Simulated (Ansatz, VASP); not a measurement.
One calculation of NaH, two programs

Contents of POSCAR:

```
NaH
1.0
    0.0000000000      2.4455973189      2.3027744355
    2.4455973189      0.0000000000      2.3027744355
    2.4455973189      2.4455973189      0.0000000000
Na H
1 1
Direct
    0.0000000000      0.0000000000      0.0000000000
    0.5000000000      0.5000000000      0.5000000000
```

INCAR.step1

```
PREC = Accurate
ENCUT = 520
ISMEAR = -1
SIGMA = 0.2
LREAL = F
LASPH = T
NELM = 100
NBANDS = 11
GGA = PE
ALGO = Normal
EDIFF = 1E-4
LWAVE = T
LCHARG = F
```

The input INCAR.step2:

```
PREC = Accurate
ENCUT = 520
EDIFF = 1E-7
ISMEAR = -1
SIGMA = 0.2
LREAL = F
LASPH = T
NELM = 100
ALGO = Normal
ISIF = 2
LWAVE = F
LCHARG = T
METAGGA = R2SCAN
LMIXTAU = T
LELF = T
LVHAR = T
NBANDS = 11
ISTART = 1
```

The input KPOINTS:

```
regular mesh
0
Gamma
  10 10 10
```

Input for Ansatz:

```yaml
crystal:
  lattice:
    - [0.0, 2.4455973189, 2.3027744355]
    - [2.4455973189, 0.0, 2.3027744355]
    - [2.4455973189, 2.4455973189, 0.0]
  atoms:
    - { symbol: Na, position: [0.0, 0.0, 0.0] }
    - { symbol: H, position: [0.5, 0.5, 0.5] }
basis:
  ecutwfc: 520.0
kpoints:
  mp_grid: { grid: [10, 10, 10] }
hamiltonian:
  xc: r2scan
scf:
  occupations: { method: fermi_dirac, width: 0.2 }
output:
  forces: true
  stress: true
  eigenvalues: true
```

Alike in both runs: task single point; functional r2SCAN; k mesh 10 × 10 × 10; occupations fermi-dirac, width 0.2 eV; no spin polarisation.

```csv
,VASP,Ansatz
version,VASP 6.6.1,Ansatz 0.2.0
potentials or method,"VASP PAW PBE potentials, release 64 (Na_pv, H), cutoff 520 eV","scalar-relativistic, plane waves, PAW"
valence electrons in the cell,8,10
```

|  | VASP | Ansatz | Ansatz less VASP |
| --- | --- | --- | --- |
| gap on the k mesh at the Fermi level (eV) | 4.38 | 4.37 | -0.011 |
| least direct gap on the mesh (eV) | 5.26 | 5.25 | -0.015 |
| pressure (GPa) | 0.0 | 0.2 | +0.21 |
| traceless stress, the component that is largest in VASP (GPa) | 1.58 | 1.59 | +0.012 |

VASP's potentials were made for PBE, not for r2SCAN. With one functional, cell and mesh, what is left measures potentials, basis and numerics. VASP's potentials hold 8 valence electrons a cell and Ansatz's 10, so a difference there can come from the potentials and not from the codes.
